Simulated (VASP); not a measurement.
Runs of VASP 6.6.1 on Ta4O. The structure is that of space group P4/mmm (No. 123), or close to it. The cells are those of the table. 

| cell | gap on the mesh (eV) | pressure (GPa) | largest force (eV/Å) |
| --- | --- | --- | --- |
| a = 3.255, b = 3.255, c = 7.950 Å, 5 atoms | none | (a) | 0.39 |
| a = 3.255, b = 3.255, c = 7.765 Å, 5 atoms | none | -9.9 | 0.32 |
| a = 3.255, b = 3.255, c = 7.580 Å, 5 atoms | none | -5.3 | 0.20 |
| a = 3.255, b = 3.255, c = 8.135 Å, 5 atoms | none | -16.8 | 0.42 |

Alike in all rows: task single point; level PBE; potentials or basis VASP PAW PBE potentials, release 64 (Ta_pv, O); no spin polarisation; k mesh 14 × 14 × 8; cutoff (eV) 520; smearing gaussian 0.15 eV.

Question: Estimate the missing entries.

Answer: (a) -13.7.

Caveats: spin-orbit coupling is left out, which moves the levels of the heavy elements; the stress differs along the axes, from -20 to -11 GPa (at least some runs); the stress differs along the axes, from -15 to -7 GPa (at least some runs); the cell stands under tension (at least some runs); the stress differs along the axes, from -23 to -14 GPa (at least some runs).

A k mesh can miss the band edges, and the runs leave out spin-orbit coupling on Ta.

A gap of «none» marks levels without a gap at the run's occupations.
